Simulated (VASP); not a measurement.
Set up this calculation in VASP 6.6.1, as the native input.

```
Task                   : single point
Functional             : PBEsol
Potentials or basis    : VASP PAW PBE potentials, release 64 (Sr_sv)
Cutoff                 : 520 eV
k mesh                 : 10 × 10 × 10
Occupations            : gaussian, width 0.03 eV
Spin                   : no spin polarisation
Dipole correction      : no
Further INCAR settings : ALGO = Normal; EDIFF = 1e-07; NBANDS = 11
```

The structure of Sr lies in POSCAR:

```
Sr
1.0
    0.0228176250      3.0423500000      3.0423500000
    3.0423500000      0.0228176250      3.0423500000
    3.0651676250      3.0651676250      0.0000000000
Sr
1
Direct
    0.0000000000      0.0000000000      0.0000000000
```

This cell differs from its parent crystal: strain +0.0150 x Voigt [0, 0, 0, 0, 0, 1].

One way to write it, as run:

INCAR

```
PREC = Accurate ; ENCUT = 520
EDIFF = 1E-7 ; ISMEAR = 0
SIGMA = 0.03 ; LREAL = False
LASPH = True ; NELM = 100
ALGO = Normal ; ISIF = 2
LWAVE = False ; LCHARG = True
GGA = PS ; LELF = True
LVHAR = True ; NBANDS = 11
```

KPOINTS

```
regular mesh
0
Gamma
  10 10 10
```

Potentials or basis: VASP PAW PBE potentials, release 64 (Sr_sv).

The run is started by

```console
$ cat potpaw_PBE.64/Sr_sv/POTCAR > POTCAR
$ mpirun -np 1 vasp_std > vasp.out
```

Results of the run:

```json
{
  "Pressure": "-0.9 GPa",
  "Band gap on the k mesh": "zero (bands 5 and 6 overlap by 0.08 eV)"
}
```

Caveat: the cell differs from its parent crystal (strain +0.0150 x Voigt [0, 0, 0, 0, 0, 1]); the PAW data sets were made with another functional, which shifts forces and pressure a little.

It took 23 s on 1 thread of Intel(R) Xeon(R) 6975P-C (Granite Rapids) (shared host), peak memory 0.25 GiB.
